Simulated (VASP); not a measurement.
# LiH8ClO4 in VASP: notebook

Runs on LiH8ClO4. Level: r2SCAN+D3(BJ). Tasks: single point.

All numbers are computed with VASP 6.6.1; they aren't measurements. Logs are shortened: lines on timing, memory, paths and dates and some standing lists are left out, and cuts for length are marked.

## 1. The cell of the first run

The cell holds a disordered packing, 14 atoms: a = 5.285 Å, b = 5.285 Å, c = 5.285 Å, α = 90.00°, β = 90.00°, γ = 90.00°.

## 2. Single point, r2SCAN+D3(BJ)

File POSCAR:

```
LiH8ClO4
1.0
    5.2848030000      0.0000000000      0.0000000000
    0.0000000000      5.2848030000      0.0000000000
    0.0000000000      0.0000000000      5.2848030000
O H Li Cl
4 8 1 1
Direct
    0.6762445674      0.3508178262      0.8279215508
   -0.0657291643      1.0568361565      0.4967118385
    0.4869106475      0.0031962247      0.1583277183
    0.9841836068      0.7525420439      0.9889678508
    0.5545239975      0.4181004621      0.7037737612
    0.7804751186      0.2347004725      0.7276186648
    0.0588656659      1.1888070097      0.4599015081
    0.0182303118      0.8984334392      0.4521490822
    0.5342148121      0.1283073846      0.0299180856
    0.6298008678      0.0083004078      0.2739813024
    0.9836906503      0.8629938808      0.8433012857
    0.8806474178      0.6088144168      0.9354574949
    0.3241284993      0.6878572642      0.0902912496
    0.2623401016      0.5538928109      0.4969308070
```

File INCAR.step1:

```
SYSTEM = LiH8ClO4
  PREC = Accurate
  ENCUT = 520
  ISMEAR = -1
  SIGMA = 0.02
  LREAL = .FALSE.
  LASPH = .TRUE.
  NELM = 80
  NBANDS = 34
  GGA = PE
  ALGO = Normal
  EDIFF = 1E-4
  LWAVE = .TRUE.
  LCHARG = .FALSE.
```

File INCAR.step2:

```
SYSTEM = LiH8ClO4
  PREC = Accurate
  ENCUT = 520
  EDIFF = 1E-6
  ISMEAR = -1
  SIGMA = 0.02
  LREAL = .FALSE.
  LASPH = .TRUE.
  NELM = 80
  ALGO = Normal
  ISIF = 2
  LWAVE = .FALSE.
  LCHARG = .FALSE.
  METAGGA = R2SCAN
  LMIXTAU = .TRUE.
  IVDW = 12
  VDW_S6 = 1.0
  VDW_S8 = 0.78981345
  VDW_A1 = 0.49484001
  VDW_A2 = 5.73083694
  NBANDS = 34
  ISTART = 1
```

File KPOINTS:

```
Automatic mesh
0
G
  1 1 1
  0 0 0
```

Potentials or basis: VASP PAW PBE potentials, release 64 (O, H, Li_sv, Cl).

On the command line:

```console
cat potpaw_PBE.64/O/POTCAR potpaw_PBE.64/H/POTCAR potpaw_PBE.64/Li_sv/POTCAR potpaw_PBE.64/Cl/POTCAR > POTCAR
cp INCAR.step1 INCAR
mpirun -np 1 vasp_gam > vasp.out
cp INCAR.step2 INCAR
mpirun -np 1 vasp_gam > vasp.out
```

OUTCAR:

```text
SYSTEM = LiH8ClO4
   PREC = Accurate
   ENCUT = 520
   EDIFF = 1E-6
   ISMEAR = -1
   LREAL = .FALSE.
   LASPH = .TRUE.
   NELM = 80
   ISIF = 2
   METAGGA = R2SCAN
   IVDW = 12
   ISTART = 1
 IVDW          = 12

 ion  position               nearest neighbor table
   1  0.676  0.351  0.828-   6 0.98   5 0.99
   2  0.934  0.057  0.497-   8 0.98   7 0.98
   3  0.487  0.003  0.158-  10 0.97   9 0.98  13 1.91
   4  0.984  0.753  0.989-  11 0.97  12 0.98  13 1.91
   5  0.555  0.418  0.704-   1 0.99
   6  0.780  0.235  0.728-   1 0.98
   7  0.059  0.189  0.460-   2 0.98
   8  0.018  0.898  0.452-   2 0.98
   9  0.534  0.128  0.030-   3 0.98
  10  0.630  0.008  0.274-   3 0.97
  11  0.984  0.863  0.843-   4 0.97
  12  0.881  0.609  0.935-   4 0.98
  13  0.324  0.688  0.090-   4 1.91   3 1.91  14 2.29
  14  0.262  0.554  0.497-  13 2.29

  LATTYP: Found a simple cubic cell.
 ALAT       =     5.2848030000

  Lattice vectors:

 A1 = (   5.2848030000,   0.0000000000,   0.0000000000)
 A2 = (   0.0000000000,   5.2848030000,   0.0000000000)
 A3 = (   0.0000000000,   0.0000000000,   5.2848030000)

Analysis of symmetry for initial positions (statically):
=====================================================================
 Subroutine PRICEL returns:
 Original cell was already a primitive cell.

 Routine SETGRP: Setting up the symmetry group for a
 simple cubic supercell.

 Subroutine GETGRP returns: Found  1 space group operations
 (whereof  1 operations were pure point group operations)
 out of a pool of 48 trial point group operations.

The static configuration has the point symmetry C_1 .

Analysis of symmetry for dynamics (positions and initial velocities):
=====================================================================
 Subroutine PRICEL returns:
 Original cell was already a primitive cell.

 Routine SETGRP: Setting up the symmetry group for a
 simple cubic supercell.

 Subroutine GETGRP returns: Found  1 space group operations
 (whereof  1 operations were pure point group operations)
 out of a pool of 48 trial point group operations.

The dynamic configuration has the point symmetry C_1 .

 Subroutine INISYM returns: Found  1 space group operations
 (whereof  1 operations are pure point group operations),
 and found     1 'primitive' translations

----------------------------------------------------------------------------------------

                                     Primitive cell

  volume of cell :     147.6000

  direct lattice vectors                    reciprocal lattice vectors
     5.284803000  0.000000000  0.000000000     0.189221812  0.000000000  0.000000000
     0.000000000  5.284803000  0.000000000     0.000000000  0.189221812  0.000000000
     0.000000000  0.000000000  5.284803000     0.000000000  0.000000000  0.189221812

  length of vectors
     5.284803000  5.284803000  5.284803000     0.189221812  0.189221812  0.189221812

  position of ions in fractional coordinates (direct lattice)
     0.676244567  0.350817826  0.827921551
     0.934270836  0.056836156  0.496711838
     0.486910647  0.003196225  0.158327718
     0.984183607  0.752542044  0.988967851
     0.554523997  0.418100462  0.703773761
     0.780475119  0.234700473  0.727618665
     0.058865666  0.188807010  0.459901508
     0.018230312  0.898433439  0.452149082
     0.534214812  0.128307385  0.029918086
     0.629800868  0.008300408  0.273981302
     0.983690650  0.862993881  0.843301286
     0.880647418  0.608814417  0.935457495
     0.324128499  0.687857264  0.090291250
     0.262340102  0.553892811  0.496930807

  ion indices of the primitive-cell ions
   primitive index   ion index
                 1           1
                 2           2
                 3           3
                 4           4
                 5           5
                 6           6
                 7           7
                 8           8
                 9           9
                10          10
                11          11
                12          12
                13          13
                14          14

----------------------------------------------------------------------------------------

 KPOINTS: Automatic mesh

Automatic generation of k-mesh.
 Grid dimensions read from file:
 generate k-points for:    1    1    1

 Generating k-lattice:

  Cartesian coordinates                     Fractional coordinates (reciprocal lattice)
     0.189221812  0.000000000  0.000000000     1.000000000  0.000000000  0.000000000
     0.000000000  0.189221812  0.000000000     0.000000000  1.000000000  0.000000000
     0.000000000  0.000000000  0.189221812     0.000000000  0.000000000  1.000000000

  Length of vectors
     0.189221812  0.189221812  0.189221812

  Shift w.r.t. Gamma in fractional coordinates (k-lattice)
     0.000000000  0.000000000  0.000000000

 Subroutine IBZKPT returns following result:
 ===========================================

 Found      1 irreducible k-points:

 Following reciprocal coordinates:
            Coordinates               Weight
  0.000000  0.000000  0.000000      1.000000
   k-points           NKPTS =      1   k-points in BZ     NKDIM =      1   number of bands    NBANDS=     34
   number of dos      NEDOS =    301   number of ions     NIONS =     14
   total plane-waves  NPLWV =  64000
   dimension x,y,z NGX =    40 NGY =   40 NGZ =   40
   dimension x,y,z NGXF=    80 NGYF=   80 NGZF=   80
   ions per type =               4   8   1   1
   NGX,Y,Z   is equivalent  to a cutoff of  12.58, 12.58, 12.58 a.u.
   NGXF,Y,Z  is equivalent  to a cutoff of  25.17, 25.17, 25.17 a.u.
 SYSTEM =  LiH8ClO4
   PREC   = accura    normal or accurate (medium, high low for compatibility)
   ISTART =      1    job   : 0-new  1-cont  2-samecut
   ICHARG =      0    charge: 1-file 2-atom 10-const
   ISPIN  =      1    spin polarized calculation?
   LNONCOLLINEAR =      F non collinear calculations
   LSORBIT =      F    spin-orbit coupling
   LASPH  =      T    aspherical Exc in radial PAW
   ENCUT  =  520.0 eV  38.22 Ry    6.18 a.u.   9.83  9.83  9.83*2*pi/ulx,y,z
   NELM   =     80;   NELMIN=  2; NELMDL=  0     # of ELM steps
   EDIFF  = 0.1E-05   stopping-criterion for ELM
   LREAL  =      F    real-space projection
   EDIFFG = 0.1E-04   stopping-criterion for IOM
   NSW    =      0    number of steps for IOM
   IBRION =     -1    ionic relax: 0-MD 1-quasi-New 2-CG
   NFREE  =      0    steps in history (QN), initial steepest desc. (CG)
   ISIF   =      2    stress and relaxation
   ISYM   =      2    0-nonsym 1-usesym 2-fastsym
   POTIM  = 0.5000    time-step for ionic-motion
   TEBEG  =    0.0;   TEEND  =   0.0 temperature during run
   PSTRESS=    0.0 pullay stress
   NELECT =      42.0000    total number of electrons
   NUPDOWN=      -1.0000    fix difference up-down
   EMIN   =  10.00;   EMAX   =-10.00  energy-range for DOS
   EFERMI =   0.00;   METHOD = LEGACY
   ISMEAR =    -1;   SIGMA  =   0.02  broadening in eV -4-tet -1-fermi 0-gaus
   EFERMI_NEDOS =   21; number of points for ismear=-14 and -15
   IALGO  =     38    algorithm
   IMIX   =      4    mixing-type and parameters
     AMIX     =   0.40;   BMIX     =  1.00
     AMIX_MAG =   1.60;   BMIX_MAG =  1.00
  volume/ion in A,a.u.               =      10.54        71.15
  Fermi-wavevector in a.u.,A,eV,Ry     =   1.076785  2.034829 15.775501  1.159467
  Thomas-Fermi vector in A             =   2.212679
   LORBIT       =      0    0 simple, 1 ext, 2 COOP (PROOUT), +10 PAW based schemes
   METAGGA = R2SCAN    functional components
   LHFCALC =     F    Hartree Fock is set to
   AEXX    =    0.0000 exact exchange contribution
   IVDW    =    12    specifies the selected vdW correction
   LEPSILON=     F    determine dielectric tensor
   LRPA    =     F    only Hartree local field effects (RPA)
 non-spin polarized calculation
  energy-cutoff  :      520.00
  volume of cell :      147.60
 maximum number of plane-waves:      1956
 NGX is ok and might be reduce to    40
   NGX = 19   NGY = 19   NGZ = 19

 number of electron      41.9999988 magnetization

 Free energy of the ion-electron system (eV)
  ---------------------------------------------------
  ext. energy  EPLUGINS =         0.00000000
  ---------------------------------------------------
  free energy    TOTEN  =       -75.67770285 eV

  energy without entropy =      -75.67770285  energy(sigma->0) =      -75.67770285

 E-fermi :  -2.2040     XC(G=0):  -7.7157

 val. band max:       -2.8258388011   @ k =   0.0000   0.0000   0.0000
 cond. band min:       2.6378054067   @ k =   0.0000   0.0000   0.0000
 fundamental gap:      5.4636442079
 Fermi energy:        -2.2039582229

 k-point     1 :       0.0000    0.0000    0.0000
  band No.  band energies     occupation
      1     -46.8476      2.00000
      2     -23.2282      2.00000
      3     -22.6890      2.00000
      4     -22.6147      2.00000
      5     -22.2832      2.00000
      6     -15.4811      2.00000
[... 25 lines left out ...]
     32       9.8547      0.00000
     33      10.1751      0.00000
 [bands above 33 left out]

------------------------ aborting loop because EDIFF is reached ----------------------------------------

 Edisp (eV)   -0.37992

 E8    (eV) :    -0.0716

  FORCE on cell =-STRESS in cart. coord.  units (eV):
  Direction    XX          YY          ZZ          XY          YZ          ZX
  --------------------------------------------------------------------------------------
  -------------------------------------------------------------------------------------
  Total       0.57052    -0.00277     0.12938    -0.58567    -0.65216    -0.39068
  in kB       6.19294    -0.03004     1.40436    -6.35739    -7.07912    -4.24078
  external pressure =        2.52 kB  Pullay stress =        0.00 kB

 VOLUME and BASIS-vectors are now :
 -----------------------------------------------------------------------------
  energy-cutoff  :      520.00
  volume of cell :      147.60
      direct lattice vectors                 reciprocal lattice vectors
     5.284803000  0.000000000  0.000000000     0.189221812  0.000000000  0.000000000
     0.000000000  5.284803000  0.000000000     0.000000000  0.189221812  0.000000000
     0.000000000  0.000000000  5.284803000     0.000000000  0.000000000  0.189221812

 POSITION                                       TOTAL-FORCE (eV/Angst)
 -----------------------------------------------------------------------------------
      3.57382      1.85400      4.37540         0.020968      0.088648      0.055070
      4.93744      0.30037      2.62502         0.003071      0.044481      0.051625
      2.57323      0.01689      0.83673        -0.049485     -0.066250     -0.043926
      5.20122      3.97704      5.22650         0.121156     -0.020517      0.077080
      2.93055      2.20958      3.71931        -0.144571      0.056888     -0.072719
      4.12466      1.24035      3.84532         0.015718     -0.054178     -0.006326
      0.31109      0.99781      2.43049         0.043180      0.148349     -0.030804
      0.09634      4.74804      2.38952         0.051604     -0.171743     -0.021381
      2.82322      0.67808      0.15811         0.014800      0.074498     -0.015625
      3.32837      0.04387      1.44794         0.024467     -0.058312      0.084006
      5.19861      4.56075      4.45668        -0.015337      0.122839     -0.157938
      4.65405      3.21746      4.94371        -0.103977     -0.152358     -0.013418
      1.71296      3.63519      0.47717         0.016174      0.022934      0.080854
      1.38642      2.92721      2.62618         0.002231     -0.035278      0.013502
 -----------------------------------------------------------------------------------
    total drift:                                0.008435     -0.031546      0.003315

  FREE ENERGIE OF THE ION-ELECTRON SYSTEM (eV)
  ---------------------------------------------------
  free  energy   TOTEN  =       -76.0576192635 eV

  energy  without entropy=      -76.0576192635  energy(sigma->0) =      -76.05761926
```

Run time: 66 s. Hardware: 1 thread of Intel Xeon Platinum 8488C (Sapphire Rapids), shared host; peak memory 0.26 GiB.

Results:

| Item | Value |
| --- | --- |
| Free energy | -76.0576 eV |
| Largest force | 0.201 eV/Å |
| Dispersion energy per atom | -0.027 eV |

Forces in eV/Å, atoms in the order of the input:
```
O    0.021  0.089  0.055
O    0.003  0.044  0.052
O   -0.049 -0.066 -0.044
O    0.121 -0.021  0.077
H   -0.145  0.057 -0.073
H    0.016 -0.054 -0.006
H    0.043  0.148 -0.031
H    0.052 -0.172 -0.021
H    0.015  0.074 -0.016
H    0.024 -0.058  0.084
H   -0.015  0.123 -0.158
H   -0.104 -0.152 -0.013
Li   0.016  0.023  0.081
Cl   0.002 -0.035  0.014
```

Caveat: the k points lie up to 1.19 Å⁻¹ apart; the cutoff is under 1.25 times the usual one of these potentials, so pressure, stress and relaxed cells hold a basis-set (Pulay) error; the PAW data sets were made with another functional, which shifts forces and pressure a little.

(Part 1 of 2 ends here.)
